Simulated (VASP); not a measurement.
# Tl (P6_3/mmc) in VASP: a series of runs

The runs below take Tl through single point, relaxation of cell and atoms, with PBEsol.

All numbers are computed with VASP 6.6.1; they aren't measurements. Logs are shortened: lines on timing, memory, paths and dates and some standing lists are left out, and cuts for length are marked.

### Step 1. The cell of the first run

The structure is hexagonal, space group P6_3/mmc (No. 194). The conventional cell has a = 3.451 Å, b = 3.451 Å, c = 5.537 Å, α = 90.00°, β = 90.00°, γ = 120.00°. Tl (site symmetry -6m2) has 12 Tl at 3.41 to 3.45 Å within 4.5 Å.

### Step 2. Single point, PBEsol

Contents of INCAR:

```
SYSTEM = Tl
PREC = Accurate
ENCUT = 520
EDIFF = 1E-6
ISMEAR = -1
SIGMA = 0.05
LREAL = .False.
LASPH = .True.
NELM = 100
ALGO = Normal
ISIF = 2
LWAVE = .False.
LCHARG = .False.
GGA = PS
NBANDS = 20
```

Contents of KPOINTS:

```
Automatic mesh
0
Gamma
  11 11 6
  0 0 0
```

Contents of POSCAR:

```
Tl
1.0
    3.4512244626      0.0000000000      0.0000000000
   -1.7256122313      2.9888480588      0.0000000000
    0.0000000000      0.0000000000      5.5367128749
Tl
2
Direct
    0.3333333333      0.6666666667      0.2500000000
    0.6666666667      0.3333333333      0.7500000000
```

Potentials or basis: VASP PAW PBE potentials, release 64 (Tl_d).

Command:

```bash
cat potpaw_PBE.64/Tl_d/POTCAR > POTCAR
mpirun -np 1 vasp_std > vasp.out
```

OUTCAR:

```text
SYSTEM = Tl
   PREC = Accurate
   ENCUT = 520
   EDIFF = 1E-6
   ISMEAR = -1
   LREAL = .False.
   LASPH = .True.
   NELM = 100
   ISIF = 2
   GGA = PS

 ion  position               nearest neighbor table
   1  0.333  0.667  0.250-   2 3.41   2 3.41   2 3.41   2 3.41   2 3.41   2 3.41
   2  0.667  0.333  0.750-   1 3.41   1 3.41   1 3.41   1 3.41   1 3.41   1 3.41

  LATTYP: Found a hexagonal cell.
 ALAT       =     3.4512244626
 C/A-ratio  =     1.6042749276

  Lattice vectors:

 A1 = (   3.4512244626,   0.0000000000,   0.0000000000)
 A2 = (  -1.7256122313,   2.9888480588,   0.0000000000)
 A3 = (   0.0000000000,   0.0000000000,   5.5367128749)

Analysis of symmetry for initial positions (statically):
=====================================================================
 Subroutine PRICEL returns:
 Original cell was already a primitive cell.

 Routine SETGRP: Setting up the symmetry group for a
 hexagonal supercell.

 Subroutine GETGRP returns: Found 24 space group operations
 (whereof 12 operations were pure point group operations)
 out of a pool of 24 trial point group operations.

The static configuration has the point symmetry D_3d.
 The point group associated with its full space group is D_6h.

Analysis of symmetry for dynamics (positions and initial velocities):
=====================================================================
 Subroutine PRICEL returns:
 Original cell was already a primitive cell.

 Routine SETGRP: Setting up the symmetry group for a
 hexagonal supercell.

 Subroutine GETGRP returns: Found 24 space group operations
 (whereof 12 operations were pure point group operations)
 out of a pool of 24 trial point group operations.

The dynamic configuration has the point symmetry D_3d.
 The point group associated with its full space group is D_6h.

 Subroutine INISYM returns: Found 24 space group operations
 (whereof 12 operations are pure point group operations),
 and found     1 'primitive' translations

----------------------------------------------------------------------------------------

                                     Primitive cell

  volume of cell :      57.1122

  direct lattice vectors                    reciprocal lattice vectors
     3.451224463  0.000000000  0.000000000     0.289752235  0.167288531  0.000000000
    -1.725612231  2.988848059  0.000000000     0.000000000  0.334577061  0.000000000
     0.000000000  0.000000000  5.536712875     0.000000000  0.000000000  0.180612581

  length of vectors
     3.451224463  3.451224463  5.536712875     0.334577061  0.334577061  0.180612581

  position of ions in fractional coordinates (direct lattice)
     0.333333333  0.666666667  0.250000000
     0.666666667  0.333333333  0.750000000

  ion indices of the primitive-cell ions
   primitive index   ion index
                 1           1
                 2           2

----------------------------------------------------------------------------------------

 KPOINTS: Automatic mesh

Automatic generation of k-mesh.
 Grid dimensions read from file:
 generate k-points for:   11   11    6

 Generating k-lattice:

  Cartesian coordinates                     Fractional coordinates (reciprocal lattice)
     0.026341112  0.015208048  0.000000000     0.090909091  0.000000000  0.000000000
     0.000000000  0.030416096  0.000000000     0.000000000  0.090909091  0.000000000
     0.000000000  0.000000000  0.030102097     0.000000000  0.000000000  0.166666667

  Length of vectors
     0.030416096  0.030416096  0.030102097

  Shift w.r.t. Gamma in fractional coordinates (k-lattice)
     0.000000000  0.000000000  0.000000000

 Subroutine IBZKPT returns following result:
 ===========================================

 Found     64 irreducible k-points:

 Following reciprocal coordinates:
            Coordinates               Weight
  0.000000  0.000000  0.000000      1.000000
  0.090909 -0.000000  0.000000      6.000000
  0.181818  0.000000  0.000000      6.000000
  0.272727  0.000000  0.000000      6.000000
  0.363636  0.000000  0.000000      6.000000
  0.454545  0.000000  0.000000      6.000000
[... 16 lines left out ...]
  0.090909  0.090909  0.166667     12.000000
  0.181818  0.090909  0.166667     24.000000
 [... further k-points ...]
   k-points           NKPTS =     64   k-points in BZ     NKDIM =     64   number of bands    NBANDS=     20
   number of dos      NEDOS =    301   number of ions     NIONS =      2
   total plane-waves  NPLWV =  32928
   dimension x,y,z NGX =    28 NGY =   28 NGZ =   42
   dimension x,y,z NGXF=    56 NGYF=   56 NGZF=   84
   ions per type =               2
   NGX,Y,Z   is equivalent  to a cutoff of  13.49, 13.49, 12.61 a.u.
   NGXF,Y,Z  is equivalent  to a cutoff of  26.98, 26.98, 25.22 a.u.
 SYSTEM =  Tl
   PREC   = accura    normal or accurate (medium, high low for compatibility)
   ISTART =      0    job   : 0-new  1-cont  2-samecut
   ICHARG =      2    charge: 1-file 2-atom 10-const
[... 35 lines left out ...]
   LEPSILON=     F    determine dielectric tensor
   LRPA    =     F    only Hartree local field effects (RPA)
 non-spin polarized calculation
  energy-cutoff  :      520.00
  volume of cell :       57.11
 maximum number of plane-waves:      1566
 NGX is ok and might be reduce to    28
   NGX = 13   NGY = 13   NGZ = 21

 number of electron      26.0000005 magnetization

 Free energy of the ion-electron system (eV)
  ---------------------------------------------------
  ext. energy  EPLUGINS =         0.00000000
  ---------------------------------------------------
  free energy    TOTEN  =        -5.27181382 eV

  energy without entropy =       -5.26268743  energy(sigma->0) =       -5.26725063

 E-fermi :   6.3501     XC(G=0): -10.3740

 val. band max:        6.3090482775   @ k =   0.4545   0.0909   0.1667
 cond. band min:       6.3572650224   @ k =   0.3636   0.0000   0.0000
 fundamental gap:      0.0482167449
 Fermi energy:         6.3500765522

 k-point     1 :       0.0000    0.0000    0.0000
  band No.  band energies     occupation
      1      -5.3531      2.00000
      2      -5.1198      2.00000
      3      -5.0979      2.00000
      4      -5.0979      2.00000
      5      -5.0443      2.00000
      6      -5.0443      2.00000
[... 12 lines left out ...]
     19      17.2315      0.00000
     20      17.2412      0.00000

 k-point     2 :       0.0909   -0.0000    0.0000
  band No.  band energies     occupation
      1      -5.3251      2.00000
      2      -5.1512      2.00000
      3      -5.0621      2.00000
      4      -5.0606      2.00000
      5      -5.0446      2.00000
      6      -5.0108      2.00000
[... 12 lines left out ...]
     19      17.2772      0.00000
     20      17.9723      0.00000

 k-point     3 :       0.1818    0.0000    0.0000
  band No.  band energies     occupation
      1      -5.3069      2.00000
      2      -5.1547      2.00000
      3      -5.0680      2.00000
      4      -5.0577      2.00000
      5      -5.0304      2.00000
      6      -4.9720      2.00000
[... 12 lines left out ...]
     19      16.6877      0.00000
     20      18.0827      0.00000

 k-point     4 :       0.2727    0.0000    0.0000
  band No.  band energies     occupation
      1      -5.3639      2.00000
      2      -5.1624      2.00000
      3      -5.1534      2.00000
      4      -5.0785      2.00000
      5      -5.0246      2.00000
      6      -4.8620      2.00000
[... 12 lines left out ...]
     19      15.8609      0.00000
     20      17.1862      0.00000

 k-point     5 :       0.3636    0.0000    0.0000
  band No.  band energies     occupation
      1      -5.4287      2.00000
      2      -5.2493      2.00000
      3      -5.2086      2.00000
      4      -5.1193      2.00000
      5      -4.9549      2.00000
      6      -4.8931      2.00000
[... 12 lines left out ...]
     19      15.0973      0.00000
     20      16.5491      0.00000
[... 353 lines left out ...]
      6      -4.9009      2.00000
[... 12 lines left out ...]
     19      14.9038      0.00000
     20      16.1136      0.00000

 k-point    22 :       0.4545    0.0000    0.1667
  band No.  band energies     occupation
      1      -5.4465      2.00000
      2      -5.3612      2.00000
      3      -5.2098      2.00000
      4      -5.1091      2.00000
      5      -5.0265      2.00000
      6      -4.8638      2.00000
[... 12 lines left out ...]
     19      14.6977      0.00000
     20      15.8484      0.00000

 k-point    23 :       0.0909    0.0909    0.1667
  band No.  band energies     occupation
      1      -5.2737      2.00000
      2      -5.1738      2.00000
      3      -5.1025      2.00000
      4      -5.0622      2.00000
      5      -5.0447      2.00000
      6      -4.9895      2.00000
[... 12 lines left out ...]
     19      16.6791      0.00000
     20      17.5007      0.00000

 k-point    24 :       0.1818    0.0909    0.1667
  band No.  band energies     occupation
      1      -5.2863      2.00000
      2      -5.1833      2.00000
      3      -5.1311      2.00000
      4      -5.0635      2.00000
      5      -5.0475      2.00000
      6      -4.9184      2.00000
[... 12 lines left out ...]
     19      16.5189      0.00000
     20      17.3768      0.00000

 [... further k-points ...]
[... 5 lines left out ...]
  --------------------------------------------------------------------------------------
  -------------------------------------------------------------------------------------
  Total       -0.0252565     -0.0252565     -0.0265220      0.0000000     -0.0000000      0.0000000
  in kB       -0.7085229     -0.7085229     -0.7440263      0.0000000     -0.0000000      0.0000000
  external PRESSURE =      -0.7203574 kB  Pullay stress =       0.0000000 kB

 VOLUME and BASIS-vectors are now :
 -----------------------------------------------------------------------------
  energy-cutoff  :      520.00
  volume of cell :       57.11
      direct lattice vectors                 reciprocal lattice vectors
     3.451224463  0.000000000  0.000000000     0.289752235  0.167288531  0.000000000
    -1.725612231  2.988848059  0.000000000     0.000000000  0.334577061  0.000000000
     0.000000000  0.000000000  5.536712875     0.000000000  0.000000000  0.180612581

 POSITION                                       TOTAL-FORCE (eV/Angst)
 -----------------------------------------------------------------------------------
     -0.00000      1.99257      1.38418        -0.000000      0.000000      0.000000
      1.72561      0.99628      4.15253         0.000000     -0.000000      0.000000
 -----------------------------------------------------------------------------------
    total drift:                               -0.000000      0.000000      0.000000

  FREE ENERGIE OF THE ION-ELECTRON SYSTEM (eV)
  ---------------------------------------------------
  free  energy   TOTEN  =        -5.2718138235 eV

  energy  without entropy=       -5.2626874290  energy(sigma->0) =       -5.26725063
```

Run time: 58 s. Hardware: 1 thread of Intel Xeon Platinum 8259CL at 2.50GHz (Skylake/Cascade Lake), shared host; peak memory 0.21 GiB.

What came out:

| Property | Result |
| --- | --- |
| Free energy | -5.2718 eV |
| Pressure | -0.1 GPa |
| Band gap on the k mesh | zero (band 13 reaches 9.86 eV, above the bottom of band 14 at 4.24 eV) |

Caveat: the PAW data sets were made with another functional, which shifts forces and pressure a little; spin-orbit coupling is left out, which moves the levels of the heavy elements.

### Step 3. Relaxation of cell and atoms, PBEsol

This run uses another cell than the first one, of 29.72 Å³/atom, 1.041 times its volume.

Contents of INCAR:

```
SYSTEM = Tl
PREC = Accurate
ENCUT = 600
EDIFF = 1E-6
ISMEAR = -1
SIGMA = 0.05
LREAL = .FALSE.
LASPH = .TRUE.
NELM = 100
ALGO = Normal
ISIF = 3
LWAVE = .FALSE.
LCHARG = .FALSE.
GGA = PS
IBRION = 2
NSW = 100
EDIFFG = -0.005
```

Contents of KPOINTS:

```
regular mesh
0
G
  11 11 6
  0 0 0
```

Contents of POSCAR:

```
Tl
1.0
    3.5014788996      0.0000000000      0.0000000000
   -1.7507394498      3.0323696779      0.0000000000
    0.0000000000      0.0000000000      5.5977057061
Tl
2
Direct
    0.3333333333      0.6666666667      0.2500000000
    0.6666666667      0.3333333333      0.7500000000
```

Potentials or basis: VASP PAW PBE potentials, release 64 (Tl_d).

Command:

```bash
cat potpaw_PBE.64/Tl_d/POTCAR > POTCAR
mpirun -np 1 vasp_std > vasp.out
```

Wall time 3.4 min (1 thread of Intel Xeon Platinum 8259CL at 2.50GHz (Skylake/Cascade Lake), shared host); peak memory 0.24 GiB.

It converged, with:

| Property | Result |
| --- | --- |
| Free energy | -5.2722 eV |
| Relaxed volume | 28.58 Å³/atom |
| Relaxed cell | a = 3.453 Å, b = 3.453 Å, c = 5.535 Å, α = 90.00°, β = 90.00°, γ = 120.00° |
| Space group after relaxing (to 0.05 Å) | P6_3/mmc (No. 194) |
| Energy gained by relaxing | 4.7 meV/atom |
| Ionic steps | 6 |
| Pressure after relaxing | 0.0 GPa |
| Band gap on the k mesh | zero (band 13 reaches 9.86 eV, above the bottom of band 14 at 4.23 eV) |

Step by step:
```csv
step,energy change (eV),largest force (eV/Å),pressure (GPa),volume (Å³)
1,0.0000,0.0000,-1.28,59.44
2,-0.0093,0.0000,-0.15,57.41
3,-0.0094,0.0000,0.01,57.18
4,-0.0094,0.0000,-0.03,57.22
5,-0.0094,0.0000,-0.04,57.21
6,-0.0095,0.0000,-0.01,57.17
```

Final structure:
```yaml
crystal:
  lattice:
    - [3.45331, 0.00000, 0.00000]
    - [-1.72665, 2.99065, 0.00000]
    - [0.00000, 0.00000, 5.53548]
  atoms:
    - { symbol: Tl, position: [0.33333, 0.66667, 0.25000] }
    - { symbol: Tl, position: [0.66667, 0.33333, 0.75000] }
```

Levels at points of the mesh, in eV from the Fermi level:
```tsv
k point	band 11	band 12	band 13	band 14	band 15	band 16
(0.00, 0.00, 0.00)	-10.02	-5.09	-2.83	8.05	8.05	10.13
(0.00, 0.00, 0.50)	-8.59	-8.59	3.35	3.35	9.03	9.03
```

Caveat: the PAW data sets were made with another functional, which shifts forces and pressure a little; spin-orbit coupling is left out, which moves the levels of the heavy elements.

### Step 4. Single point, PBEsol

Contents of INCAR:

```
SYSTEM = Tl
ALGO = Normal
EDIFF = 1E-7
ENCUT = 520
GGA = PS
ISIF = 2
ISMEAR = -1
LASPH = .True.
LCHARG = .False.
LREAL = .False.
LWAVE = .False.
NBANDS = 20
NELM = 100
PREC = Accurate
SIGMA = 0.05
```

Contents of KPOINTS:

```
k-points
0
Gamma
  11 11 6
  0 0 0
```

Contents of POSCAR:

```
Tl
1.0
    3.4507297820      0.0000000000      0.0000000000
   -1.7253648910      2.9884196528      0.0000000000
    0.0000000000      0.0000000000      5.5390446880
Tl
2
Direct
    0.3333333333      0.6666666667      0.2500000000
    0.6666666667      0.3333333333      0.7500000000
```

Command:

```bash
cat potpaw_PBE.64/Tl_d/POTCAR > POTCAR
mpirun -np 1 vasp_std > vasp.out
```

Run time: 61 s. Hardware: 1 thread of Intel Xeon Platinum 8259CL at 2.50GHz (Skylake/Cascade Lake), shared host; peak memory 0.21 GiB.

The run converged. Its results:

```yaml
Free_energy: -5.2718 eV
Pressure: -0.1 GPa
Band_gap_on_the_k_mesh: zero (band 13 reaches 9.85 eV, above the bottom of band 14 at 4.23 eV)
```

Levels at points of the mesh, in eV from the Fermi level:
| k point | band 11 | band 12 | band 13 | band 14 | band 15 | band 16 |
| --- | --- | --- | --- | --- | --- | --- |
| (0.00, 0.00, 0.00) | -10.03 | -5.11 | -2.84 | 8.07 | 8.07 | 10.15 |
| (0.00, 0.00, 0.50) | -8.59 | -8.59 | 3.33 | 3.33 | 9.05 | 9.05 |

Caveat: the PAW data sets were made with another functional, which shifts forces and pressure a little; spin-orbit coupling is left out, which moves the levels of the heavy elements.

### Step 5. Relaxation of cell and atoms, PBEsol

This run uses another cell than the first one, of 29.72 Å³/atom, 1.041 times its volume.

Contents of INCAR:

```
SYSTEM = Tl
PREC = Accurate ; ENCUT = 600
EDIFF = 1E-6 ; ISMEAR = -1
SIGMA = 0.05 ; LREAL = .FALSE.
LASPH = .TRUE. ; NELM = 100
ALGO = Normal ; ISIF = 3
LWAVE = .FALSE. ; LCHARG = .FALSE.
GGA = PS ; IBRION = 2
NSW = 100 ; EDIFFG = -0.005
```

Contents of KPOINTS:

```
Automatic mesh
0
G
  11 11 6
  0 0 0
```

Contents of POSCAR:

```
Tl
1.0
    3.5014788996      0.0000000000      0.0000000000
   -1.7507394498      3.0323696779      0.0000000000
    0.0000000000      0.0000000000      5.5977057061
Tl
2
Direct
    0.3333333333      0.6666666667      0.2500000000
    0.6666666667      0.3333333333      0.7500000000
```

Command:

```bash
cat potpaw_PBE.64/Tl_d/POTCAR > POTCAR
mpirun -np 1 vasp_std > vasp.out
```

Wall time 3.2 min (1 thread of Intel Xeon Platinum 8259CL at 2.50GHz (Skylake/Cascade Lake), shared host); peak memory 0.24 GiB.

The run converged. Its results:

```yaml
Free_energy: -5.2722 eV
Relaxed_volume: 28.58 Å³/atom
Relaxed_cell: a = 3.453 Å, b = 3.453 Å, c = 5.535 Å, α = 90.00°, β = 90.00°, γ = 120.00°
Space_group_after_relaxing_to_0.05_Å: P6_3/mmc (No. 194)
Energy_gained_by_relaxing: 4.7 meV/atom
Ionic_steps: 6
Pressure_after_relaxing: 0.0 GPa
Band_gap_on_the_k_mesh: zero (band 13 reaches 9.86 eV, above the bottom of band 14 at 4.23 eV)
```

Step by step:
| step | energy change (eV) | largest force (eV/Å) | pressure (GPa) | volume (Å³) |
| --- | --- | --- | --- | --- |
| 1 | 0.0000 | 0.0000 | -1.28 | 59.44 |
| 2 | -0.0093 | 0.0000 | -0.15 | 57.41 |
| 3 | -0.0094 | 0.0000 | 0.01 | 57.18 |
| 4 | -0.0094 | 0.0000 | -0.03 | 57.22 |
| 5 | -0.0094 | 0.0000 | -0.04 | 57.21 |
| 6 | -0.0095 | 0.0000 | -0.01 | 57.17 |

Final structure:
```cif
data_structure
_symmetry_space_group_name_H-M 'P 1'
_symmetry_Int_Tables_number 1
_cell_length_a 3.4533
_cell_length_b 3.4533
_cell_length_c 5.5355
_cell_angle_alpha 90.000
_cell_angle_beta 90.000
_cell_angle_gamma 120.000
_cell_volume 57.17
loop_
_atom_site_label
_atom_site_type_symbol
_atom_site_fract_x
_atom_site_fract_y
_atom_site_fract_z
_atom_site_occupancy
Tl1 Tl 0.33333 0.66667 0.25000 1
Tl2 Tl 0.66667 0.33333 0.75000 1
```

Levels at points of the mesh, in eV from the Fermi level:
```
           k point  band 9  band 10  band 11  band 12  band 13  band 14  band 15  band 16  band 17
(0.00, 0.00, 0.00)  -10.99   -10.99   -10.02    -5.09    -2.83     8.05     8.05    10.13    10.13
(0.00, 0.00, 0.50)  -11.10   -11.10    -8.59    -8.59     3.35     3.35     9.03     9.03     9.03
```

Caveat: the PAW data sets were made with another functional, which shifts forces and pressure a little; spin-orbit coupling is left out, which moves the levels of the heavy elements.

### Step 6. Overview

```csv
task,cell,cutoff (eV),gap on the mesh (eV),pressure (GPa)
single point,"a = 3.451, b = 3.451, c = 5.537 Å, angles 90.0, 90.0, 120.0°, 2 atoms",520,none,-0.1
relaxation of cell and atoms,"relaxed from a = 3.501, b = 3.501, c = 5.598 Å, angles 90.0, 90.0, 120.0°, 2 atoms",600,none,0.0
single point,"a = 3.451, b = 3.451, c = 5.539 Å, angles 90.0, 90.0, 120.0°, 2 atoms",520,none,-0.1
```

Alike in all rows: level PBEsol; potentials or basis VASP PAW PBE potentials, release 64 (Tl_d); no spin polarisation; k mesh 11 × 11 × 6; smearing fermi-dirac 0.05 eV.

Caveats: the PAW data sets were made with another functional, which shifts forces and pressure a little; spin-orbit coupling is left out, which moves the levels of the heavy elements.

Absolute energies hang on the potentials; compare differences alone.
